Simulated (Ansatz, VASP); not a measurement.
# Two plane-wave programs on BeCdS4

```xyz
6
Lattice="-2.1344 3.3717 4.1421 2.1344 -3.3717 4.1421 2.1344 3.3717 -4.1421" Properties=species:S:1:pos:R:3 pbc="T T T"
Be    0.0000    0.0000    0.0000
Cd    0.0000    3.3717    0.0000
S     0.6748    1.9482    3.3025
S     1.4596    1.4236   -0.8396
S    -0.6748    1.9482    4.9818
S     2.8092    1.4236    0.8396
```

Alike in both runs: functional PBE; k mesh 4 × 4 × 4; occupations gaussian, width 0.2 eV; no spin polarisation.

Ansatz relaxed the structure, and its values are those at the end. VASP's run is a single point on that final structure, the one shown.

```csv
,VASP,Ansatz
version,VASP 6.6.1,Ansatz 0.2.0
potentials or method,"VASP PAW PBE potentials, release 64 (Be, Cd, S), cutoff 520 eV","scalar-relativistic, plane waves, PAW"
valence electrons in the cell,38,46
```

```csv
,VASP,Ansatz,Ansatz less VASP
gap on the k mesh at the Fermi level (eV),1.25,1.23,-0.015
least direct gap on the mesh (eV),2.13,2.11,-0.020
pressure (GPa),0.1,0.1,0.00
rms of the force components (eV/Å),0.045,0.033,-0.0119
```

VASP's potentials hold 38 valence electrons a cell and Ansatz's 46, so a difference there can come from the potentials and not from the codes.

The k mesh is coarse, so the values compare programs but aren't converged.
